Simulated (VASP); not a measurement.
# Ni (Fm-3m) in VASP: single point with PBE

Aim: the single point of Ni with PBE.

Everything below comes from runs of VASP 6.6.1. Logs are shortened: lines on timing, memory, paths and dates and some standing lists are left out, and cuts for length are marked.

## (1) The cell of the first run

The structure is cubic, space group Fm-3m (No. 225). Conventional cell: a = 3.519 Å, b = 3.519 Å, c = 3.519 Å, α = 90.00°, β = 90.00°, γ = 90.00°. Within 3.3 Å of Ni (site symmetry m-3m) lie 12 Ni at 2.49 Å.

## (2) Single point, PBE, collinear spin, ferromagnetic start

Contents of INCAR:

```
PREC     = Accurate       # precision mode
ENCUT    = 600            # plane-wave cutoff, eV
EDIFF    = 1E-6           # SCF threshold, eV
ISMEAR   = -1             # smearing method
SIGMA    = 0.05           # smearing width, eV
LREAL    = False          # projectors in reciprocal space
LASPH    = True           # aspherical terms in the spheres
NELM     = 200            # most SCF steps
ALGO     = Normal         # electronic algorithm
ISIF     = 2              # what is computed and relaxed
LWAVE    = False          # write WAVECAR
LCHARG   = False          # write CHGCAR
ISPIN    = 2              # spin polarisation
MAGMOM   = 1              # initial moments
LORBIT   = 11             # projections on sites
LMAXMIX  = 4              # l up to which the mixer works
GGA      = PE             # functional
NBANDS   = 15             # bands
GGA_COMPAT= False
```

Contents of KPOINTS:

```
regular mesh
0
Gamma
  21 21 21
```

Contents of POSCAR:

```
Ni
1.0
    0.0000000000      1.7593077719      1.7593077719
    1.7593077719      0.0000000000      1.7593077719
    1.7593077719      1.7593077719      0.0000000000
Ni
1
Direct
    0.0000000000      0.0000000000      0.0000000000
```

Potentials or basis: VASP PAW PBE potentials, release 64 (Ni).

Run with:

```console
$ cat potpaw_PBE.64/Ni/POTCAR > POTCAR
$ mpirun -np 1 vasp_std > vasp.out
```

OUTCAR:

```text
PREC = Accurate
   ENCUT = 600
   EDIFF = 1E-6
   ISMEAR = -1
   LREAL = False
   LASPH = True
   NELM = 200
   ISIF = 2
   ISPIN = 2
   LORBIT = 11
   GGA = PE

 ion  position               nearest neighbor table
   1  0.000  0.000  0.000-

  LATTYP: Found a face centered cubic cell.
 ALAT       =     3.5186155438

  Lattice vectors:

 A1 = (   0.0000000000,   1.7593077719,   1.7593077719)
 A2 = (   1.7593077719,   0.0000000000,   1.7593077719)
 A3 = (   1.7593077719,   1.7593077719,   0.0000000000)

Analysis of symmetry for initial positions (statically):
=====================================================================
 Subroutine PRICEL returns:
 Original cell was already a primitive cell.

 Routine SETGRP: Setting up the symmetry group for a
 face centered cubic supercell.

 Subroutine GETGRP returns: Found 48 space group operations
 (whereof 48 operations were pure point group operations)
 out of a pool of 48 trial point group operations.

The static configuration has the point symmetry O_h .

Analysis of symmetry for dynamics (positions and initial velocities):
=====================================================================
 Subroutine PRICEL returns:
 Original cell was already a primitive cell.

 Routine SETGRP: Setting up the symmetry group for a
 face centered cubic supercell.

 Subroutine GETGRP returns: Found 48 space group operations
 (whereof 48 operations were pure point group operations)
 out of a pool of 48 trial point group operations.

The dynamic configuration has the point symmetry O_h .

Analysis of structural, dynamic, and magnetic symmetry:
=====================================================================
 Subroutine PRICEL returns:
 Original cell was already a primitive cell.

 Routine SETGRP: Setting up the symmetry group for a
 face centered cubic supercell.

 Subroutine GETGRP returns: Found 48 space group operations
 (whereof 48 operations were pure point group operations)
 out of a pool of 48 trial point group operations.

The overall configuration has the point symmetry O_h .

 Subroutine INISYM returns: Found 48 space group operations
 (whereof 48 operations are pure point group operations),
 and found     1 'primitive' translations

----------------------------------------------------------------------------------------

                                     Primitive cell

  volume of cell :      10.8907

  direct lattice vectors                    reciprocal lattice vectors
     0.000000000  1.759307772  1.759307772    -0.284202689  0.284202689  0.284202689
     1.759307772  0.000000000  1.759307772     0.284202689 -0.284202689  0.284202689
     1.759307772  1.759307772  0.000000000     0.284202689  0.284202689 -0.284202689

  length of vectors
     2.488036911  2.488036911  2.488036911     0.492253497  0.492253497  0.492253497

  position of ions in fractional coordinates (direct lattice)
     0.000000000  0.000000000  0.000000000

  ion indices of the primitive-cell ions
   primitive index   ion index
                 1           1

----------------------------------------------------------------------------------------

 KPOINTS: regular mesh

Automatic generation of k-mesh.
 Grid dimensions read from file:
 generate k-points for:   21   21   21

 Generating k-lattice:

  Cartesian coordinates                     Fractional coordinates (reciprocal lattice)
    -0.013533461  0.013533461  0.013533461     0.047619048  0.000000000  0.000000000
     0.013533461 -0.013533461  0.013533461     0.000000000  0.047619048  0.000000000
     0.013533461  0.013533461 -0.013533461     0.000000000  0.000000000  0.047619048

  Length of vectors
     0.023440643  0.023440643  0.023440643

  Shift w.r.t. Gamma in fractional coordinates (k-lattice)
     0.000000000  0.000000000  0.000000000

 Subroutine IBZKPT returns following result:
 ===========================================

 Found    286 irreducible k-points:

 Following reciprocal coordinates:
            Coordinates               Weight
  0.000000  0.000000  0.000000      1.000000
  0.047619  0.000000  0.000000      8.000000
  0.095238  0.000000  0.000000      8.000000
  0.142857  0.000000  0.000000      8.000000
  0.190476  0.000000  0.000000      8.000000
  0.238095  0.000000  0.000000      8.000000
[... 16 lines left out ...]
 -0.428571  0.047619  0.000000     24.000000
 -0.380952  0.047619  0.000000     24.000000
 [... further k-points ...]
   k-points           NKPTS =    286   k-points in BZ     NKDIM =    286   number of bands    NBANDS=     15
   number of dos      NEDOS =    301   number of ions     NIONS =      1
   total plane-waves  NPLWV =   8000
   dimension x,y,z NGX =    20 NGY =   20 NGZ =   20
   dimension x,y,z NGXF=    40 NGYF=   40 NGZF=   40
   ions per type =               1
   NGX,Y,Z   is equivalent  to a cutoff of  13.36, 13.36, 13.36 a.u.
   NGXF,Y,Z  is equivalent  to a cutoff of  26.73, 26.73, 26.73 a.u.
 SYSTEM =  unknown system
   PREC   = accura    normal or accurate (medium, high low for compatibility)
   ISTART =      0    job   : 0-new  1-cont  2-samecut
   ICHARG =      2    charge: 1-file 2-atom 10-const
   ISPIN  =      2    spin polarized calculation?
   LNONCOLLINEAR =      F non collinear calculations
   LSORBIT =      F    spin-orbit coupling
   LASPH  =      T    aspherical Exc in radial PAW
   ENCUT  =  600.0 eV  44.10 Ry    6.64 a.u.   4.97  4.97  4.97*2*pi/ulx,y,z
   NELM   =    200;   NELMIN=  2; NELMDL= -5     # of ELM steps
   EDIFF  = 0.1E-05   stopping-criterion for ELM
   LREAL  =      F    real-space projection
   EDIFFG = 0.1E-04   stopping-criterion for IOM
   NSW    =      0    number of steps for IOM
   IBRION =     -1    ionic relax: 0-MD 1-quasi-New 2-CG
   NFREE  =      0    steps in history (QN), initial steepest desc. (CG)
   ISIF   =      2    stress and relaxation
   ISYM   =      2    0-nonsym 1-usesym 2-fastsym
   POTIM  = 0.5000    time-step for ionic-motion
   TEBEG  =    0.0;   TEEND  =   0.0 temperature during run
   PSTRESS=    0.0 pullay stress
   NELECT =      10.0000    total number of electrons
   NUPDOWN=      -1.0000    fix difference up-down
   EMIN   =  10.00;   EMAX   =-10.00  energy-range for DOS
   EFERMI =   0.00;   METHOD = LEGACY
   ISMEAR =    -1;   SIGMA  =   0.05  broadening in eV -4-tet -1-fermi 0-gaus
   EFERMI_NEDOS =   21; number of points for ismear=-14 and -15
   IALGO  =     38    algorithm
   IMIX   =      4    mixing-type and parameters
     AMIX     =   0.40;   BMIX     =  1.00
     AMIX_MAG =   1.60;   BMIX_MAG =  1.00
  volume/ion in A,a.u.               =      10.89        73.49
  Fermi-wavevector in a.u.,A,eV,Ry     =   1.591194  3.006920 34.448549  2.531897
  Thomas-Fermi vector in A             =   2.689772
   LORBIT       =     11    0 simple, 1 ext, 2 COOP (PROOUT), +10 PAW based schemes
   GGA     = PE    functional components
   LHFCALC =     F    Hartree Fock is set to
   AEXX    =    0.0000 exact exchange contribution
   IVDW    =     0    specifies the selected vdW correction
   LEPSILON=     F    determine dielectric tensor
   LRPA    =     F    only Hartree local field effects (RPA)
 spin polarized calculation
  energy-cutoff  :      600.00
  volume of cell :       10.89
 maximum number of plane-waves:       378
   NGX =  9   NGY =  9   NGZ =  9

 number of electron      10.0000009 magnetization       0.6108602

 Free energy of the ion-electron system (eV)
  ---------------------------------------------------
  ext. energy  EPLUGINS =         0.00000000
  ---------------------------------------------------
  free energy    TOTEN  =        -5.47695331 eV

  energy without entropy =       -5.46237690  energy(sigma->0) =       -5.46966510

 E-fermi :   9.3618     XC(G=0): -13.2493

 val. band max:        9.3610735984   @ k =  -0.3333   0.2857   0.0952
 cond. band min:       9.3636580183   @ k =   0.4286   0.2857   0.0476
 fundamental gap:      0.0025844199
 Fermi energy:         9.3618044929

 spin component 1

 k-point     1 :       0.0000    0.0000    0.0000
  band No.  band energies     occupation
      1       0.3595      1.00000
      2       6.9410      1.00000
      3       6.9410      1.00000
      4       6.9410      1.00000
      5       8.1171      1.00000
      6       8.1171      1.00000
      7      33.0769      0.00000
      8      36.9312      0.00000
      9      36.9312      0.00000
     10      36.9312      0.00000
     11      39.8673      0.00000
     12      39.8673      0.00000
     13      39.8673      0.00000
     14      42.8311      0.00000
     15      49.1218      0.00000
[... 397 lines left out ...]
 k-point    24 :      -0.3810    0.0476    0.0000
  band No.  band energies     occupation
      1       4.3814      1.00000
      2       6.9936      1.00000
      3       7.0456      1.00000
      4       7.5841      1.00000
      5       8.5541      1.00000
      6       8.9422      0.99977
      7      17.3236      0.00000
      8      31.0696      0.00000
      9      33.2196      0.00000
     10      34.7714      0.00000
     11      37.1611      0.00000
     12      38.7436      0.00000
     13      43.3651      0.00000
     14      51.3568      0.00000
     15      52.5729      0.00000

 [... further k-points ...]

 spin component 2

 k-point     1 :       0.0000    0.0000    0.0000
  band No.  band energies     occupation
      1       0.3234      1.00000
      2       7.6783      1.00000
      3       7.6783      1.00000
      4       7.6783      1.00000
      5       8.6861      1.00000
      6       8.6861      1.00000
      7      32.9151      0.00000
      8      36.9107      0.00000
      9      36.9107      0.00000
     10      36.9107      0.00000
     11      39.9644      0.00000
     12      39.9644      0.00000
     13      39.9644      0.00000
     14      42.7100      0.00000
     15      49.3138      0.00000
[... 397 lines left out ...]
 k-point    24 :      -0.3810    0.0476    0.0000
  band No.  band energies     occupation
      1       4.6746      1.00000
      2       7.5910      1.00000
      3       7.6544      1.00000
      4       7.8742      1.00000
      5       9.2768      0.84560
      6       9.5912      0.01008
      7      17.5995      0.00000
      8      31.0137      0.00000
      9      33.2353      0.00000
     10      34.8628      0.00000
     11      37.1946      0.00000
     12      38.7654      0.00000
     13      43.4455      0.00000
     14      51.4236      0.00000
     15      52.8433      0.00000

 [... further k-points ...]

------------------------ aborting loop because EDIFF is reached ----------------------------------------

  FORCE on cell =-STRESS in cart. coord.  units (eV):
  Direction    XX          YY          ZZ          XY          YZ          ZX
  --------------------------------------------------------------------------------------
  -------------------------------------------------------------------------------------
  Total       -0.0177947     -0.0177947     -0.0177947      0.0000000      0.0000000      0.0000000
  in kB       -2.6178615     -2.6178615     -2.6178615      0.0000000      0.0000000      0.0000000
  external PRESSURE =      -2.6178615 kB  Pullay stress =       0.0000000 kB

 VOLUME and BASIS-vectors are now :
 -----------------------------------------------------------------------------
  energy-cutoff  :      600.00
  volume of cell :       10.89
      direct lattice vectors                 reciprocal lattice vectors
     0.000000000  1.759307772  1.759307772    -0.284202689  0.284202689  0.284202689
     1.759307772  0.000000000  1.759307772     0.284202689 -0.284202689  0.284202689
     1.759307772  1.759307772  0.000000000     0.284202689  0.284202689 -0.284202689

 POSITION                                       TOTAL-FORCE (eV/Angst)
 -----------------------------------------------------------------------------------
      0.00000      0.00000      0.00000         0.000000     -0.000000      0.000000
 -----------------------------------------------------------------------------------
    total drift:                                0.000000      0.000000      0.000000

  FREE ENERGIE OF THE ION-ELECTRON SYSTEM (eV)
  ---------------------------------------------------
  free  energy   TOTEN  =        -5.4769533124 eV

  energy  without entropy=       -5.4623768956  energy(sigma->0) =       -5.46966510

 total charge

# of ion       s       p       d       tot
------------------------------------------
    1        0.497   0.496   8.315   9.308

 magnetization (x)

# of ion       s       p       d       tot
------------------------------------------
    1       -0.007  -0.025   0.654   0.623
```

It took 2.6 min on 1 thread of Intel Xeon 8259CL, shared host; peak memory 0.2 GiB.

Results:

- Free energy: -5.4770 eV
- Pressure: -0.3 GPa
- Net moment: 0.61 μB per cell
- Site moments: Ni +0.62 μB
- Valence electrons inside the program's atomic spheres: Ni 9.31
